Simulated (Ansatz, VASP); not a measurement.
**Rh: VASP beside Ansatz**

```
CELL_PARAMETERS angstrom
0.00000 1.88999 1.88999
1.88999 0.00000 1.88999
1.88999 1.88999 0.00000
ATOMIC_POSITIONS crystal
Rh 0.00000 0.00000 0.00000
```

Alike in both runs: task single point; functional PBEsol; k mesh 18 × 18 × 18; occupations gaussian, width 0.1 eV; non-collinear spin, spin-orbit coupling.

|  | VASP | Ansatz |
| --- | --- | --- |
| version | VASP 6.6.1 | Ansatz 0.2.0 |
| potentials or method | VASP PAW PBE potentials, release 64 (Rh_pv), cutoff 520 eV | plane waves, PAW |
| valence electrons in the cell | 15 | 17 |

|  | VASP | Ansatz | Ansatz less VASP |
| --- | --- | --- | --- |
| net moment per atom (μB) | 0.00 | 0.00 | 0.000 |

VASP's potentials were made for PBE, not for PBEsol. The functional is the same, so the differences come from potentials, cutoffs and numerics. VASP's potentials hold 15 valence electrons a cell and Ansatz's 17, so a difference there can come from the potentials and not from the codes.
